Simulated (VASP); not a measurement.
# Ca (P6_3/mmc) in VASP: notebook

Ca is run at these levels: LDA; tasks: single point.

All numbers are computed with VASP 6.6.1; they aren't measurements. Logs are shortened: lines on timing, memory, paths and dates and some standing lists are left out, and cuts for length are marked.

**1. The cell of the first run**

Symmetry: P6_3/mmc, No. 194, hexagonal system. Conventional cell: a = 3.605 Å, b = 3.605 Å, c = 5.982 Å, α = 90.00°, β = 90.00°, γ = 120.00°. Ca (site symmetry -6m2) has 12 Ca at 3.61 to 3.64 Å within 4.7 Å.

This isn't the form of Ca at room conditions, which is fcc.

**2. Single point, LDA**

INCAR

```
PREC     = Accurate       # precision mode
ENCUT    = 520            # plane-wave cutoff, eV
EDIFF    = 1E-6           # SCF threshold, eV
ISMEAR   = -1             # smearing method
SIGMA    = 0.05           # smearing width, eV
LREAL    = False          # projectors in reciprocal space
LASPH    = True           # aspherical terms in the spheres
NELM     = 100            # most SCF steps
ALGO     = Normal         # electronic algorithm
ISIF     = 2              # what is computed and relaxed
LWAVE    = False          # write WAVECAR
LCHARG   = False          # write CHGCAR
NBANDS   = 17             # bands
```

KPOINTS

```
regular mesh
0
Gamma
  12 12 6
```

POSCAR

```
Ca
1.0
    3.6052008203      0.0000000000      0.0000000000
   -1.8026004102      3.1221954961      0.0000000000
    0.0000000000      0.0000000000      5.9822148014
Ca
2
Direct
    0.3333333333      0.6666666667      0.2500000000
    0.6666666667      0.3333333333      0.7500000000
```

Potentials or basis: VASP PAW LDA potentials, release 64 (Ca_sv).

Command:

```bash
$ cat potpaw_LDA.64/Ca_sv/POTCAR > POTCAR
$ mpirun -np 1 vasp_std > vasp.out
```

OUTCAR:

```text
PREC = Accurate
   ENCUT = 520
   EDIFF = 1E-6
   ISMEAR = -1
   LREAL = False
   LASPH = True
   NELM = 100
   ISIF = 2

 ion  position               nearest neighbor table
   1  0.333  0.667  0.250-
   2  0.667  0.333  0.750-

  LATTYP: Found a hexagonal cell.
 ALAT       =     3.6052008203
 C/A-ratio  =     1.6593291469

  Lattice vectors:

 A1 = (   3.6052008203,   0.0000000000,   0.0000000000)
 A2 = (  -1.8026004102,   3.1221954961,   0.0000000000)
 A3 = (   0.0000000000,   0.0000000000,   5.9822148014)

Analysis of symmetry for initial positions (statically):
=====================================================================
 Subroutine PRICEL returns:
 Original cell was already a primitive cell.

 Routine SETGRP: Setting up the symmetry group for a
 hexagonal supercell.

 Subroutine GETGRP returns: Found 24 space group operations
 (whereof 12 operations were pure point group operations)
 out of a pool of 24 trial point group operations.

The static configuration has the point symmetry D_3d.
 The point group associated with its full space group is D_6h.

Analysis of symmetry for dynamics (positions and initial velocities):
=====================================================================
 Subroutine PRICEL returns:
 Original cell was already a primitive cell.

 Routine SETGRP: Setting up the symmetry group for a
 hexagonal supercell.

 Subroutine GETGRP returns: Found 24 space group operations
 (whereof 12 operations were pure point group operations)
 out of a pool of 24 trial point group operations.

The dynamic configuration has the point symmetry D_3d.
 The point group associated with its full space group is D_6h.

 Subroutine INISYM returns: Found 24 space group operations
 (whereof 12 operations are pure point group operations),
 and found     1 'primitive' translations

----------------------------------------------------------------------------------------

                                     Primitive cell

  volume of cell :      67.3367

  direct lattice vectors                    reciprocal lattice vectors
     3.605200820  0.000000000  0.000000000     0.277377059  0.160143720  0.000000000
    -1.802600410  3.122195496  0.000000000     0.000000000  0.320287439  0.000000000
     0.000000000  0.000000000  5.982214801     0.000000000  0.000000000  0.167162169

  length of vectors
     3.605200820  3.605200820  5.982214801     0.320287439  0.320287439  0.167162169

  position of ions in fractional coordinates (direct lattice)
     0.333333333  0.666666667  0.250000000
     0.666666667  0.333333333  0.750000000

  ion indices of the primitive-cell ions
   primitive index   ion index
                 1           1
                 2           2

----------------------------------------------------------------------------------------

 KPOINTS: regular mesh

Automatic generation of k-mesh.
 Grid dimensions read from file:
 generate k-points for:   12   12    6

 Generating k-lattice:

  Cartesian coordinates                     Fractional coordinates (reciprocal lattice)
     0.023114755  0.013345310  0.000000000     0.083333333 -0.000000000  0.000000000
     0.000000000  0.026690620  0.000000000     0.000000000  0.083333333  0.000000000
     0.000000000  0.000000000  0.027860361     0.000000000  0.000000000  0.166666667

  Length of vectors
     0.026690620  0.026690620  0.027860361

  Shift w.r.t. Gamma in fractional coordinates (k-lattice)
     0.000000000  0.000000000  0.000000000

 Subroutine IBZKPT returns following result:
 ===========================================

 Found     76 irreducible k-points:

 Following reciprocal coordinates:
            Coordinates               Weight
  0.000000  0.000000  0.000000      1.000000
  0.083333  0.000000  0.000000      6.000000
  0.166667  0.000000  0.000000      6.000000
  0.250000  0.000000  0.000000      6.000000
  0.333333  0.000000  0.000000      6.000000
  0.416667  0.000000  0.000000      6.000000
[... 16 lines left out ...]
  0.250000  0.000000  0.166667     12.000000
  0.333333  0.000000  0.166667     12.000000
 [... further k-points ...]
   k-points           NKPTS =     76   k-points in BZ     NKDIM =     76   number of bands    NBANDS=     17
   number of dos      NEDOS =    301   number of ions     NIONS =      2
   total plane-waves  NPLWV =  37632
   dimension x,y,z NGX =    28 NGY =   28 NGZ =   48
   dimension x,y,z NGXF=    56 NGYF=   56 NGZF=   96
   ions per type =               2
   NGX,Y,Z   is equivalent  to a cutoff of  12.91, 12.91, 13.34 a.u.
   NGXF,Y,Z  is equivalent  to a cutoff of  25.82, 25.82, 26.68 a.u.
 SYSTEM =  unknown system
   PREC   = accura    normal or accurate (medium, high low for compatibility)
   ISTART =      0    job   : 0-new  1-cont  2-samecut
   ICHARG =      2    charge: 1-file 2-atom 10-const
   ISPIN  =      1    spin polarized calculation?
   LNONCOLLINEAR =      F non collinear calculations
   LSORBIT =      F    spin-orbit coupling
   LASPH  =      T    aspherical Exc in radial PAW
   ENCUT  =  520.0 eV  38.22 Ry    6.18 a.u.   6.70  6.70 11.12*2*pi/ulx,y,z
   NELM   =    100;   NELMIN=  2; NELMDL= -5     # of ELM steps
   EDIFF  = 0.1E-05   stopping-criterion for ELM
   LREAL  =      F    real-space projection
   EDIFFG = 0.1E-04   stopping-criterion for IOM
   NSW    =      0    number of steps for IOM
   IBRION =     -1    ionic relax: 0-MD 1-quasi-New 2-CG
   NFREE  =      0    steps in history (QN), initial steepest desc. (CG)
   ISIF   =      2    stress and relaxation
   ISYM   =      2    0-nonsym 1-usesym 2-fastsym
   POTIM  = 0.5000    time-step for ionic-motion
   TEBEG  =    0.0;   TEEND  =   0.0 temperature during run
   PSTRESS=    0.0 pullay stress
   NELECT =      20.0000    total number of electrons
   NUPDOWN=      -1.0000    fix difference up-down
   EMIN   =  10.00;   EMAX   =-10.00  energy-range for DOS
   EFERMI =   0.00;   METHOD = LEGACY
   ISMEAR =    -1;   SIGMA  =   0.05  broadening in eV -4-tet -1-fermi 0-gaus
   EFERMI_NEDOS =   21; number of points for ismear=-14 and -15
   IALGO  =     38    algorithm
   IMIX   =      4    mixing-type and parameters
     AMIX     =   0.40;   BMIX     =  1.00
     AMIX_MAG =   1.60;   BMIX_MAG =  1.00
  volume/ion in A,a.u.               =      33.67       227.21
  Fermi-wavevector in a.u.,A,eV,Ry     =   1.092281  2.064111 16.232804  1.193077
  Thomas-Fermi vector in A             =   2.228543
   LORBIT       =      0    0 simple, 1 ext, 2 COOP (PROOUT), +10 PAW based schemes
   GGA     = CA    functional components
   LHFCALC =     F    Hartree Fock is set to
   AEXX    =    0.0000 exact exchange contribution
   IVDW    =     0    specifies the selected vdW correction
   LEPSILON=     F    determine dielectric tensor
   LRPA    =     F    only Hartree local field effects (RPA)
 non-spin polarized calculation
  energy-cutoff  :      520.00
  volume of cell :       67.34
 maximum number of plane-waves:      1846
 NGX is ok and might be reduce to    28
   NGX = 13   NGY = 13   NGZ = 23

 number of electron      20.0000000 magnetization

 Free energy of the ion-electron system (eV)
  ---------------------------------------------------
  ext. energy  EPLUGINS =         0.00000000
  ---------------------------------------------------
  free energy    TOTEN  =        -4.32937422 eV

  energy without entropy =       -4.30830767  energy(sigma->0) =       -4.31884094

 E-fermi :   2.7783     XC(G=0):  -8.7279

 val. band max:        2.7722420647   @ k =   0.3333   0.3333   0.3333
 cond. band min:       2.7797835766   @ k =   0.0833   0.0833   0.0000
 fundamental gap:      0.0075415119
 Fermi energy:         2.7783397843

 k-point     1 :       0.0000    0.0000    0.0000
  band No.  band energies     occupation
      1     -38.3021      2.00000
      2     -38.2638      2.00000
      3     -19.7587      2.00000
      4     -19.4963      2.00000
      5     -19.4963      2.00000
      6     -19.4578      2.00000
[... 9 lines left out ...]
     16       5.6322      0.00000
     17       6.1942      0.00000

 k-point     2 :       0.0833    0.0000    0.0000
  band No.  band energies     occupation
      1     -38.2996      2.00000
      2     -38.2624      2.00000
      3     -19.7514      2.00000
      4     -19.5136      2.00000
      5     -19.5016      2.00000
      6     -19.4757      2.00000
[... 9 lines left out ...]
     16       5.7331      0.00000
     17       6.0281      0.00000

 k-point     3 :       0.1667    0.0000    0.0000
  band No.  band energies     occupation
      1     -38.2926      2.00000
      2     -38.2588      2.00000
      3     -19.7307      2.00000
      4     -19.5613      2.00000
      5     -19.5239      2.00000
      6     -19.5156      2.00000
[... 9 lines left out ...]
     16       5.6622      0.00000
     17       5.8707      0.00000

 k-point     4 :       0.2500    0.0000    0.0000
  band No.  band energies     occupation
      1     -38.2827      2.00000
      2     -38.2542      2.00000
      3     -19.6998      2.00000
      4     -19.6268      2.00000
      5     -19.5877      2.00000
      6     -19.5343      2.00000
[... 9 lines left out ...]
     16       6.0100      0.00000
     17       6.1461      0.00000
[... 343 lines left out ...]
      1     -38.2903      2.00000
      2     -38.2611      2.00000
      3     -19.7158      2.00000
      4     -19.5564      2.00000
      5     -19.5341      2.00000
      6     -19.5125      2.00000
[... 9 lines left out ...]
     16       5.8486      0.00000
     17       6.1457      0.00000

 k-point    23 :       0.2500    0.0000    0.1667
  band No.  band energies     occupation
      1     -38.2808      2.00000
      2     -38.2561      2.00000
      3     -19.6967      2.00000
      4     -19.6153      2.00000
      5     -19.5951      2.00000
      6     -19.5307      2.00000
[... 9 lines left out ...]
     16       6.1594      0.00000
     17       6.1996      0.00000

 k-point    24 :       0.3333    0.0000    0.1667
  band No.  band energies     occupation
      1     -38.2707      2.00000
      2     -38.2517      2.00000
      3     -19.7106      2.00000
      4     -19.6643      2.00000
      5     -19.6273      2.00000
      6     -19.5484      2.00000
[... 9 lines left out ...]
     16       6.5488      0.00000
     17       6.6942      0.00000

 [... further k-points ...]

------------------------ aborting loop because EDIFF is reached ----------------------------------------

  FORCE on cell =-STRESS in cart. coord.  units (eV):
  Direction    XX          YY          ZZ          XY          YZ          ZX
  --------------------------------------------------------------------------------------
  -------------------------------------------------------------------------------------
  Total        1.2776856      1.2776856      1.2607969     -0.0000000      0.0000000      0.0000000
  in kB       30.4006606     30.4006606     29.9988201     -0.0000000      0.0000000      0.0000000
  external PRESSURE =      30.2667138 kB  Pullay stress =       0.0000000 kB

 VOLUME and BASIS-vectors are now :
 -----------------------------------------------------------------------------
  energy-cutoff  :      520.00
  volume of cell :       67.34
      direct lattice vectors                 reciprocal lattice vectors
     3.605200820  0.000000000  0.000000000     0.277377059  0.160143720  0.000000000
    -1.802600410  3.122195496  0.000000000     0.000000000  0.320287439  0.000000000
     0.000000000  0.000000000  5.982214801     0.000000000  0.000000000  0.167162169

 POSITION                                       TOTAL-FORCE (eV/Angst)
 -----------------------------------------------------------------------------------
     -0.00000      2.08146      1.49555         0.000000      0.000000     -0.000000
      1.80260      1.04073      4.48666        -0.000000     -0.000000      0.000000
 -----------------------------------------------------------------------------------
    total drift:                               -0.000000      0.000000     -0.000000

  FREE ENERGIE OF THE ION-ELECTRON SYSTEM (eV)
  ---------------------------------------------------
  free  energy   TOTEN  =        -4.3293742179 eV

  energy  without entropy=       -4.3083076717  energy(sigma->0) =       -4.31884094
```

It took 68 s on 1 thread of Intel Xeon 8259CL, shared host; peak memory 0.2 GiB.

What came out:

```
Free energy            : -4.3294 eV
Pressure               : 3.0 GPa
Band gap on the k mesh : zero (bands 10 and 11 overlap by 0.29 eV)
```

Caveat: the cell stands under pressure.

**3. Single point, LDA**

This run uses another cell than the first one, of 38.26 Å³/atom.

INCAR

```
SYSTEM = Ca
PREC = Accurate
ENCUT = 520
EDIFF = 1E-6
ISMEAR = -1
SIGMA = 0.05
LREAL = .FALSE.
LASPH = .TRUE.
NELM = 100
ALGO = Normal
ISIF = 2
LWAVE = .FALSE.
LCHARG = .FALSE.
NBANDS = 17
```

KPOINTS

```
regular mesh
0
G
  12 12 6
  0 0 0
```

POSCAR

```
Ca
1.0
    3.7621424628      0.0000000000      0.0000000000
   -1.8810712314      3.2581109455      0.0000000000
    0.0000000000      0.0000000000      6.2426326433
Ca
2
Direct
    0.3333333333      0.6666666667      0.2500000000
    0.6666666667      0.3333333333      0.7500000000
```

Potentials or basis: VASP PAW LDA potentials, release 64 (Ca_sv).

Command:

```bash
$ cat potpaw_LDA.64/Ca_sv/POTCAR > POTCAR
$ mpirun -np 1 vasp_std > vasp.out
```

OUTCAR:

```text
SYSTEM = Ca
   PREC = Accurate
   ENCUT = 520
   EDIFF = 1E-6
   ISMEAR = -1
   LREAL = .FALSE.
   LASPH = .TRUE.
   NELM = 100
   ISIF = 2

 ion  position               nearest neighbor table
   1  0.333  0.667  0.250-
   2  0.667  0.333  0.750-

  LATTYP: Found a hexagonal cell.
 ALAT       =     3.7621424628
 C/A-ratio  =     1.6593291469

  Lattice vectors:

 A1 = (   3.7621424628,   0.0000000000,   0.0000000000)
 A2 = (  -1.8810712314,   3.2581109455,   0.0000000000)
[... 665 lines left out ...]
 [... further k-points ...]

------------------------ aborting loop because EDIFF is reached ----------------------------------------

  FORCE on cell =-STRESS in cart. coord.  units (eV):
  Direction    XX          YY          ZZ          XY          YZ          ZX
  --------------------------------------------------------------------------------------
  -------------------------------------------------------------------------------------
  Total        0.0230085      0.0230085     -0.0166738      0.0000000      0.0000000      0.0000000
  in kB        0.4817602      0.4817602     -0.3491213      0.0000000      0.0000000      0.0000000
  external PRESSURE =       0.2047997 kB  Pullay stress =       0.0000000 kB

 VOLUME and BASIS-vectors are now :
 -----------------------------------------------------------------------------
  energy-cutoff  :      520.00
  volume of cell :       76.52
      direct lattice vectors                 reciprocal lattice vectors
     3.762142463  0.000000000  0.000000000     0.265805990  0.153463160  0.000000000
    -1.881071231  3.258110945  0.000000000     0.000000000  0.306926319  0.000000000
     0.000000000  0.000000000  6.242632643     0.000000000  0.000000000  0.160188827

 POSITION                                       TOTAL-FORCE (eV/Angst)
 -----------------------------------------------------------------------------------
     -0.00000      2.17207      1.56066        -0.000000      0.000000      0.000000
      1.88107      1.08604      4.68197         0.000000     -0.000000      0.000000
 -----------------------------------------------------------------------------------
    total drift:                               -0.000000      0.000000     -0.000000

  FREE ENERGIE OF THE ION-ELECTRON SYSTEM (eV)
  ---------------------------------------------------
  free  energy   TOTEN  =        -4.4123705475 eV

  energy  without entropy=       -4.3937016362  energy(sigma->0) =       -4.40303609
```

stdout:

```text
POSCAR found type information on POSCAR Ca
 POSCAR found :  1 types and       2 ions
 scaLAPACK will be used
 LDA part: xc-table for (Slater(with rela. corr.)+CA(PZ))
 , standard interpolation
 POSCAR, INCAR and KPOINTS ok, starting setup
 FFT: planning ... GRIDC
 FFT: planning ... GRID_SOFT
 FFT: planning ... GRID
 WAVECAR not read
 entering main loop
```

Run time: 75 s. Hardware: 1 thread of Intel Xeon 8259CL, shared host; peak memory 0.21 GiB.

What came out:

```yaml
Free_energy: -4.4124 eV
Pressure: 0.0 GPa
Band_gap_on_the_k_mesh: zero (bands 10 and 11 overlap by 0.36 eV)
```

Levels at points of the mesh, in eV from the Fermi level:
| k point | band 6 | band 7 | band 8 | band 9 | band 10 | band 11 | band 12 | band 13 | band 14 | band 15 |
| --- | --- | --- | --- | --- | --- | --- | --- | --- | --- | --- |
| (0.00, 0.00, 0.00) | -22.57 | -22.57 | -22.56 | -4.23 | -1.18 | -0.12 | 2.21 | 2.30 | 2.30 | 2.62 |
| (0.50, 0.00, 0.00) | -22.64 | -22.61 | -22.60 | -1.14 | -0.63 | 0.09 | 0.28 | 1.40 | 1.95 | 2.24 |
| (0.00, 0.00, 0.50) | -22.58 | -22.58 | -22.58 | -3.16 | -3.16 | 1.32 | 1.32 | 2.30 | 2.30 | 2.30 |
| (0.50, 0.00, 0.50) | -22.62 | -22.62 | -22.62 | -0.79 | -0.79 | 0.22 | 0.22 | 1.41 | 1.41 | 2.98 |
